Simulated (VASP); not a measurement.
# KBr (rock salt type) in VASP: a series of runs

KBr (rock salt type) is run at these levels: PBE; tasks: single point.

Program: VASP 6.6.1. These are calculated values, not measurements. Logs are shortened: lines on timing, memory, paths and dates and some standing lists are left out, and cuts for length are marked.

### Step 1. The cell of the first run

It takes space group Fm-3m (No. 225, cubic). Conventional cell: a = 6.700 Å, b = 6.700 Å, c = 6.700 Å, α = 90.00°, β = 90.00°, γ = 90.00°. Within 4.4 Å of K (site symmetry m-3m) lie 6 Br at 3.35 Å. Within 4.4 Å of Br (site symmetry m-3m) lie 6 K at 3.35 Å.

### Step 2. Single point, PBE

Contents of INCAR:

```
SYSTEM = KBr
PREC = Accurate
ENCUT = 520
EDIFF = 1E-7
ISMEAR = -1
SIGMA = 0.1
LREAL = .False.
LASPH = .True.
NELM = 80
ALGO = Normal
ISIF = 2
LWAVE = .False.
LCHARG = .False.
GGA = PE
NBANDS = 15
```

Contents of KPOINTS:

```
regular mesh
0
Gamma
  8 8 8
  0 0 0
```

Contents of POSCAR:

```
KBr
1.0
    0.0000000000      3.3500000000      3.3500000000
    3.3500000000      0.0000000000      3.3500000000
    3.3500000000      3.3500000000      0.0000000000
K Br
1 1
Direct
    0.0000000000      0.0000000000      0.0000000000
    0.5000000000      0.5000000000      0.5000000000
```

Potentials or basis: VASP PAW PBE potentials, release 64 (K_sv, Br).

Run with:

```
cat potpaw_PBE.64/K_sv/POTCAR potpaw_PBE.64/Br/POTCAR > POTCAR
mpirun -np 1 vasp_std > vasp.out
```

OUTCAR:

```text
SYSTEM = KBr
   PREC = Accurate
   ENCUT = 520
   EDIFF = 1E-7
   ISMEAR = -1
   LREAL = .False.
   LASPH = .True.
   NELM = 80
   ISIF = 2
   GGA = PE

 ion  position               nearest neighbor table
   1  0.000  0.000  0.000-
   2  0.500  0.500  0.500-

  LATTYP: Found a face centered cubic cell.
 ALAT       =     6.7000000000

  Lattice vectors:

 A1 = (   0.0000000000,   3.3500000000,   3.3500000000)
 A2 = (   3.3500000000,   0.0000000000,   3.3500000000)
 A3 = (   3.3500000000,   3.3500000000,   0.0000000000)

Analysis of symmetry for initial positions (statically):
=====================================================================
 Subroutine PRICEL returns:
 Original cell was already a primitive cell.

 Routine SETGRP: Setting up the symmetry group for a
 face centered cubic supercell.

 Subroutine GETGRP returns: Found 48 space group operations
 (whereof 48 operations were pure point group operations)
 out of a pool of 48 trial point group operations.

The static configuration has the point symmetry O_h .

Analysis of symmetry for dynamics (positions and initial velocities):
=====================================================================
 Subroutine PRICEL returns:
 Original cell was already a primitive cell.

 Routine SETGRP: Setting up the symmetry group for a
 face centered cubic supercell.

 Subroutine GETGRP returns: Found 48 space group operations
 (whereof 48 operations were pure point group operations)
 out of a pool of 48 trial point group operations.

The dynamic configuration has the point symmetry O_h .

 Subroutine INISYM returns: Found 48 space group operations
 (whereof 48 operations are pure point group operations),
 and found     1 'primitive' translations

----------------------------------------------------------------------------------------

                                     Primitive cell

  volume of cell :      75.1908

  direct lattice vectors                    reciprocal lattice vectors
     0.000000000  3.350000000  3.350000000    -0.149253731  0.149253731  0.149253731
     3.350000000  0.000000000  3.350000000     0.149253731 -0.149253731  0.149253731
     3.350000000  3.350000000  0.000000000     0.149253731  0.149253731 -0.149253731

  length of vectors
     4.737615434  4.737615434  4.737615434     0.258515046  0.258515046  0.258515046

  position of ions in fractional coordinates (direct lattice)
     0.000000000  0.000000000  0.000000000
     0.500000000  0.500000000  0.500000000

  ion indices of the primitive-cell ions
   primitive index   ion index
                 1           1
                 2           2

----------------------------------------------------------------------------------------

 KPOINTS: regular mesh

Automatic generation of k-mesh.
 Grid dimensions read from file:
 generate k-points for:    8    8    8

 Generating k-lattice:

  Cartesian coordinates                     Fractional coordinates (reciprocal lattice)
    -0.018656716  0.018656716  0.018656716     0.125000000  0.000000000  0.000000000
     0.018656716 -0.018656716  0.018656716     0.000000000  0.125000000  0.000000000
     0.018656716  0.018656716 -0.018656716     0.000000000  0.000000000  0.125000000

  Length of vectors
     0.032314381  0.032314381  0.032314381

  Shift w.r.t. Gamma in fractional coordinates (k-lattice)
     0.000000000  0.000000000  0.000000000

 Subroutine IBZKPT returns following result:
 ===========================================

 Found     29 irreducible k-points:

 Following reciprocal coordinates:
            Coordinates               Weight
  0.000000  0.000000  0.000000      1.000000
  0.125000  0.000000  0.000000      8.000000
  0.250000  0.000000  0.000000      8.000000
  0.375000  0.000000  0.000000      8.000000
  0.500000  0.000000  0.000000      4.000000
  0.125000  0.125000  0.000000      6.000000
[... 16 lines left out ...]
  0.500000  0.250000  0.125000     48.000000
 -0.375000  0.250000  0.125000     24.000000
 [... further k-points ...]
   k-points           NKPTS =     29   k-points in BZ     NKDIM =     29   number of bands    NBANDS=     15
   number of dos      NEDOS =    301   number of ions     NIONS =      2
   total plane-waves  NPLWV =  46656
   dimension x,y,z NGX =    36 NGY =   36 NGZ =   36
   dimension x,y,z NGXF=    72 NGYF=   72 NGZF=   72
   ions per type =               1   1
   NGX,Y,Z   is equivalent  to a cutoff of  12.63, 12.63, 12.63 a.u.
   NGXF,Y,Z  is equivalent  to a cutoff of  25.27, 25.27, 25.27 a.u.
 SYSTEM =  KBr
   PREC   = accura    normal or accurate (medium, high low for compatibility)
   ISTART =      0    job   : 0-new  1-cont  2-samecut
   ICHARG =      2    charge: 1-file 2-atom 10-const
   ISPIN  =      1    spin polarized calculation?
   LNONCOLLINEAR =      F non collinear calculations
   LSORBIT =      F    spin-orbit coupling
   LASPH  =      T    aspherical Exc in radial PAW
   ENCUT  =  520.0 eV  38.22 Ry    6.18 a.u.   8.81  8.81  8.81*2*pi/ulx,y,z
   NELM   =     80;   NELMIN=  2; NELMDL= -5     # of ELM steps
   EDIFF  = 0.1E-06   stopping-criterion for ELM
   LREAL  =      F    real-space projection
   EDIFFG = 0.1E-05   stopping-criterion for IOM
   NSW    =      0    number of steps for IOM
   IBRION =     -1    ionic relax: 0-MD 1-quasi-New 2-CG
   NFREE  =      0    steps in history (QN), initial steepest desc. (CG)
   ISIF   =      2    stress and relaxation
   ISYM   =      2    0-nonsym 1-usesym 2-fastsym
   POTIM  = 0.5000    time-step for ionic-motion
   TEBEG  =    0.0;   TEEND  =   0.0 temperature during run
   PSTRESS=    0.0 pullay stress
   NELECT =      16.0000    total number of electrons
   NUPDOWN=      -1.0000    fix difference up-down
   EMIN   =  10.00;   EMAX   =-10.00  energy-range for DOS
   EFERMI =   0.00;   METHOD = LEGACY
   ISMEAR =    -1;   SIGMA  =   0.10  broadening in eV -4-tet -1-fermi 0-gaus
   EFERMI_NEDOS =   21; number of points for ismear=-14 and -15
   IALGO  =     38    algorithm
   IMIX   =      4    mixing-type and parameters
     AMIX     =   0.40;   BMIX     =  1.00
     AMIX_MAG =   1.60;   BMIX_MAG =  1.00
  volume/ion in A,a.u.               =      37.60       253.71
  Fermi-wavevector in a.u.,A,eV,Ry     =   0.977372  1.846966 12.997055  0.955257
  Thomas-Fermi vector in A             =   2.108065
   LORBIT       =      0    0 simple, 1 ext, 2 COOP (PROOUT), +10 PAW based schemes
   GGA     = PE    functional components
   LHFCALC =     F    Hartree Fock is set to
   AEXX    =    0.0000 exact exchange contribution
   IVDW    =     0    specifies the selected vdW correction
   LEPSILON=     F    determine dielectric tensor
   LRPA    =     F    only Hartree local field effects (RPA)
 non-spin polarized calculation
  energy-cutoff  :      520.00
  volume of cell :       75.19
 maximum number of plane-waves:      2085
   NGX = 17   NGY = 17   NGZ = 17

 number of electron      16.0000000 magnetization

 Free energy of the ion-electron system (eV)
  ---------------------------------------------------
  ext. energy  EPLUGINS =         0.00000000
  ---------------------------------------------------
  free energy    TOTEN  =        -6.22353896 eV

  energy without entropy =       -6.22353896  energy(sigma->0) =       -6.22353896

 E-fermi :   0.4006     XC(G=0):  -7.1921

 val. band max:       -1.9133256994   @ k =   0.0000   0.0000   0.0000
 cond. band min:       2.4025698412   @ k =   0.0000   0.0000   0.0000
 fundamental gap:      4.3158955406
 Fermi energy:         0.4005810280

 k-point     1 :       0.0000    0.0000    0.0000
  band No.  band energies     occupation
      1     -29.7936      2.00000
      2     -14.1529      2.00000
      3     -13.2674      2.00000
      4     -13.2674      2.00000
      5     -13.2674      2.00000
      6      -1.9133      2.00000
      7      -1.9133      2.00000
      8      -1.9133      2.00000
      9       2.4026      0.00000
     10       5.6773      0.00000
     11       5.6773      0.00000
     12       5.6773      0.00000
     13       6.4727      0.00000
     14       6.4727      0.00000
     15       9.5693      0.00000

 k-point     2 :       0.1250    0.0000    0.0000
  band No.  band energies     occupation
      1     -29.7930      2.00000
      2     -14.1824      2.00000
      3     -13.2681      2.00000
      4     -13.2681      2.00000
      5     -13.2290      2.00000
      6      -2.1193      2.00000
      7      -1.9599      2.00000
      8      -1.9599      2.00000
      9       2.7767      0.00000
     10       5.5718      0.00000
     11       5.8544      0.00000
     12       5.8544      0.00000
     13       6.6616      0.00000
     14       6.6616      0.00000
     15      10.1007      0.00000

 k-point     3 :       0.2500    0.0000    0.0000
  band No.  band energies     occupation
      1     -29.7915      2.00000
      2     -14.2455      2.00000
      3     -13.2698      2.00000
      4     -13.2698      2.00000
      5     -13.1444      2.00000
      6      -2.5343      2.00000
      7      -2.0678      2.00000
      8      -2.0678      2.00000
      9       3.6167      0.00000
     10       5.5248      0.00000
     11       6.3488      0.00000
     12       6.3488      0.00000
     13       7.1873      0.00000
     14       7.1873      0.00000
     15      10.0519      0.00000
[... 343 lines left out ...]
 k-point    23 :       0.5000    0.2500    0.1250
  band No.  band energies     occupation
      1     -29.7891      2.00000
      2     -14.2423      2.00000
      3     -13.2951      2.00000
      4     -13.2794      2.00000
      5     -13.1221      2.00000
      6      -2.7670      2.00000
      7      -2.2771      2.00000
      8      -2.2086      2.00000
      9       4.8075      0.00000
     10       5.3222      0.00000
     11       6.9110      0.00000
     12       7.3993      0.00000
     13       7.7058      0.00000
     14       8.0395      0.00000
     15       8.9081      0.00000

 k-point    24 :      -0.3750    0.2500    0.1250
  band No.  band energies     occupation
      1     -29.7886      2.00000
      2     -14.2464      2.00000
      3     -13.2960      2.00000
      4     -13.2840      2.00000
      5     -13.1126      2.00000
      6      -2.8068      2.00000
      7      -2.3435      2.00000
      8      -2.2387      2.00000
      9       5.0108      0.00000
     10       5.7902      0.00000
     11       6.7733      0.00000
     12       7.2616      0.00000
     13       8.0246      0.00000
     14       8.4750      0.00000
     15       8.9464      0.00000

 [... further k-points ...]

------------------------ aborting loop because EDIFF is reached ----------------------------------------

  FORCE on cell =-STRESS in cart. coord.  units (eV):
  Direction    XX          YY          ZZ          XY          YZ          ZX
  --------------------------------------------------------------------------------------
  -------------------------------------------------------------------------------------
  Total        0.0281944      0.0281944      0.0281944      0.0000000      0.0000000      0.0000000
  in kB        0.6007712      0.6007712      0.6007712      0.0000000      0.0000000      0.0000000
  external PRESSURE =       0.6007712 kB  Pullay stress =       0.0000000 kB

 VOLUME and BASIS-vectors are now :
 -----------------------------------------------------------------------------
  energy-cutoff  :      520.00
  volume of cell :       75.19
      direct lattice vectors                 reciprocal lattice vectors
     0.000000000  3.350000000  3.350000000    -0.149253731  0.149253731  0.149253731
     3.350000000  0.000000000  3.350000000     0.149253731 -0.149253731  0.149253731
     3.350000000  3.350000000  0.000000000     0.149253731  0.149253731 -0.149253731

 POSITION                                       TOTAL-FORCE (eV/Angst)
 -----------------------------------------------------------------------------------
      0.00000      0.00000      0.00000        -0.000000     -0.000000     -0.000000
      3.35000      3.35000      3.35000         0.000000      0.000000      0.000000
 -----------------------------------------------------------------------------------
    total drift:                                0.000000      0.000000      0.000000

  FREE ENERGIE OF THE ION-ELECTRON SYSTEM (eV)
  ---------------------------------------------------
  free  energy   TOTEN  =        -6.2235389646 eV

  energy  without entropy=       -6.2235389645  energy(sigma->0) =       -6.22353896
```

Wall time 13 s (1 thread of Intel Xeon 6975P-C (Granite Rapids), shared host); peak memory 0.22 GiB.

What came out:

```
Free energy            : -6.2235 eV
Pressure               : 0.1 GPa
Band gap on the k mesh : 4.32 eV
```

Levels at points of the mesh, in eV from the valence-band top:
| k point | band 4 | band 5 | band 6 | band 7 | band 8 | band 9 | band 10 | band 11 | band 12 | band 13 |
| --- | --- | --- | --- | --- | --- | --- | --- | --- | --- | --- |
| (0.00, 0.00, 0.00) | -11.35 | -11.35 | 0.00 | 0.00 | 0.00 | 4.32 | 7.59 | 7.59 | 7.59 | 8.39 |
| (0.50, 0.00, 0.00) | -11.36 | -11.12 | -1.09 | -0.30 | -0.30 | 6.49 | 8.06 | 9.64 | 9.64 | 9.93 |
| (0.50, 0.50, 0.00) | -11.38 | -11.38 | -0.77 | -0.27 | -0.27 | 5.91 | 7.03 | 9.26 | 9.29 | 9.51 |

A k mesh can miss the band edges.

### Step 3. Single point, PBE

Contents of INCAR:

```
SYSTEM = KBr
PREC     = Accurate       ! precision mode
ENCUT    = 520            ! plane-wave cutoff, eV
EDIFF    = 1E-6           ! SCF threshold, eV
ISMEAR   = -1             ! smearing method
SIGMA    = 0.1            ! smearing width, eV
LREAL    = .FALSE.        ! projectors in reciprocal space
LASPH    = .TRUE.         ! aspherical terms in the spheres
NELM     = 80             ! most SCF steps
ALGO     = Normal         ! electronic algorithm
ISIF     = 2              ! what is computed and relaxed
LWAVE    = .FALSE.        ! write WAVECAR
LCHARG   = .FALSE.        ! write CHGCAR
GGA      = PE             ! functional
NBANDS   = 15             ! bands
```

Contents of KPOINTS:

```
Automatic mesh
0
G
  8 8 8
  0 0 0
```

POSCAR: that of step 2 with these lines changed.

```diff
@@ -8,3 +8,3 @@
 Direct
-    0.0000000000      0.0000000000      0.0000000000
+   -0.0029850746      0.0029850746      0.0029850746
     0.5000000000      0.5000000000      0.5000000000
```

Potentials or basis: VASP PAW PBE potentials, release 64 (K_sv, Br).

Run with:

```
cat potpaw_PBE.64/K_sv/POTCAR potpaw_PBE.64/Br/POTCAR > POTCAR
mpirun -np 1 vasp_std > vasp.out
```

Run time: 21 s. Hardware: 1 thread of Intel Xeon 6975P-C (Granite Rapids), shared host; peak memory 0.24 GiB.

Results (log left out):

```
Free energy            : -6.2233 eV
Pressure               : 0.1 GPa
Largest force          : 0.020 eV/Å
Band gap on the k mesh : 4.32 eV
```

Forces in eV/Å, atoms in the order of the input:
```
K   -0.020  0.000  0.000
Br   0.020  0.000  0.000
```

Levels at points of the mesh, in eV from the valence-band top:
```tsv
k point	band 4	band 5	band 6	band 7	band 8	band 9	band 10	band 11	band 12	band 13
(0.00, 0.00, 0.00)	-11.35	-11.35	0.00	0.00	0.00	4.32	7.59	7.59	7.59	8.39
(0.50, 0.00, 0.00)	-11.36	-11.12	-1.09	-0.30	-0.30	6.49	8.06	9.64	9.64	9.93
(0.50, 0.50, 0.00)	-11.38	-11.38	-0.77	-0.27	-0.27	5.91	7.03	9.26	9.29	9.51
(0.00, 0.50, 0.50)	-11.38	-11.38	-0.77	-0.27	-0.27	5.91	7.03	9.25	9.29	9.52
```

A k mesh can miss the band edges.
